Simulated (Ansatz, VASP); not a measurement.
**Two plane-wave programs on Ta4O**

```
Ta O
1.0
     3.25750    0.00000    0.00000
     0.00000    3.25750    0.00000
     0.00000    0.00000    7.40934
Ta O
4 1
Direct
  0.00000 0.00000 0.00000
  0.50000 0.50000 0.21684
  0.50000 0.50000 0.78316
  0.00000 0.00000 0.50000
  0.50000 0.50000 0.50000
```

Alike in both runs: functional PBEsol; k mesh 8 × 8 × 4; occupations fermi-dirac, width 0.05 eV; no spin polarisation; Hubbard terms Ta d U = 3.0 eV.

|  | VASP | Ansatz |
| --- | --- | --- |
| version | VASP 6.6.1 | Ansatz 0.2.0 |
| potentials or method | VASP PAW PBE potentials, release 64 (Ta_sv_GW, O) | Ansatz PAW |
| plane-wave cutoff (eV) | 600 | 420 |
| valence electrons in the cell | 58 | 58 |
| task | single point | band structure |

```csv
,VASP,Ansatz,Ansatz less VASP
gap on the k mesh at the Fermi level (eV),none,none,-
pressure (GPa),0.9,-5.3,-6.20
"traceless stress, the component that is largest in VASP (GPa)",-1.23,-2.44,-1.212
rms of the force components (eV/Å),0.126,0.147,+0.0208
```

VASP's potentials were made for PBE, not for PBEsol. The programs project onto different local orbitals, so the same U acts differently, and such runs can settle in different states. Atom by atom the forces differ by 0.021 eV/Å (rms over components). A gap of «none» marks a metal or a gap that the smearing closes.

Spin-orbit coupling is off throughout.
